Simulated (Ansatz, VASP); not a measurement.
**LiF in VASP and in Ansatz**

```xyz
2
Lattice="-0.0239 2.0975 2.1318 2.0849 -0.0007 2.1086 2.1012 2.0907 -0.0171" Properties=species:S:1:pos:R:3 pbc="T T T"
Li    0.0139   -0.0061    0.0612
F     2.0672    2.0999    2.0504
```

Change from the starting cell: all atoms moved at random, cell strained at random.

Alike in both runs: task single point; functional PBEsol; k mesh 10 × 10 × 10; occupations gaussian, width 0.02 eV; no spin polarisation.

|  | VASP | Ansatz |
| --- | --- | --- |
| version | VASP 6.6.1 | Ansatz 0.2.0 |
| potentials or method | VASP PAW PBE potentials, release 64 (Li_sv, F), cutoff 520 eV | scalar-relativistic, plane waves, PAW |
| valence electrons in the cell | 10 | 10 |

VASP gave:

```
gap on the k mesh at the Fermi level (eV) : 7.75
least direct gap on the mesh (eV)         : 7.75
rms of the force components (eV/Å)        : 0.040
```

Question: What did Ansatz give for the same quantities?

Answer: gap on the k mesh at the Fermi level (eV): 7.75; least direct gap on the mesh (eV): 7.75; rms of the force components (eV/Å): 0.036.

VASP's potentials were made for PBE, not for PBEsol. Atom by atom the forces differ by 0.004 eV/Å (rms over components).

Noted on VASP's run: the cutoff is short for stress, so the pressure is rough.
